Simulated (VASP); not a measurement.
Runs of VASP 6.6.1 on Cu. The structure is that of space group P6_3/mmc (No. 194), or close to it. The cells are those of the table. This isn't the form of Cu at room conditions, which is fcc.

```csv
level,potentials or basis,cell,cutoff (eV),gap on the mesh (eV),pressure (GPa)
LDA,"VASP PAW LDA potentials, release 64 (Cu_sv_GW)","a = 2.514, b = 2.514, c = 8.206 Å, angles 90.0, 90.0, 120.0°, 4 atoms",820,none,-6.8
PBEsol,"VASP PAW PBE potentials, release 64 (Cu_sv_GW)","a = 2.580, b = 2.580, c = 8.424 Å, angles 90.0, 90.0, 120.0°, 4 atoms",820,none,(c)
LDA,"VASP PAW LDA potentials, release 64 (Cu_sv_GW)","a = 2.564, b = 2.564, c = 8.371 Å, angles 90.0, 90.0, 120.0°, 4 atoms",820,none,-14.6
r2SCAN,"VASP PAW PBE potentials, release 64 (Cu_sv_GW)","a = 2.514, b = 2.514, c = 8.206 Å, angles 90.0, 90.0, 120.0°, 4 atoms",900,none,(a)
LDA,"VASP PAW LDA potentials, release 64 (Cu_sv_GW)","a = 2.497, b = 2.497, c = 8.150 Å, angles 90.0, 90.0, 120.0°, 4 atoms",820,none,(b)
LDA,"VASP PAW LDA potentials, release 64 (Cu_sv_GW)","a = 2.548, b = 2.548, c = 8.317 Å, angles 90.0, 90.0, 120.0°, 4 atoms",820,none,-12.2
LDA,"VASP PAW LDA potentials, release 64 (Cu_sv_GW)","a = 2.479, b = 2.479, c = 8.093 Å, angles 90.0, 90.0, 120.0°, 4 atoms",820,none,0.3
r2SCAN,"VASP PAW PBE potentials, release 64 (Cu_sv_GW)","a = 2.497, b = 2.497, c = 8.150 Å, angles 90.0, 90.0, 120.0°, 4 atoms",900,none,6.5
```

Alike in all rows: task single point; no spin polarisation; k mesh 12 × 12 × 4; smearing fermi-dirac 0.05 eV.

Q: Estimate the missing entries.

A: (a) 2.6; (b) -2.9; (c) -11.0.

Caveats: the cell stands under tension (at least some runs); the PAW data sets were made with another functional, which shifts forces and pressure a little (at least some runs); the cell stands under pressure (at least some runs).

A gap of «none» marks levels without a gap at the run's occupations.
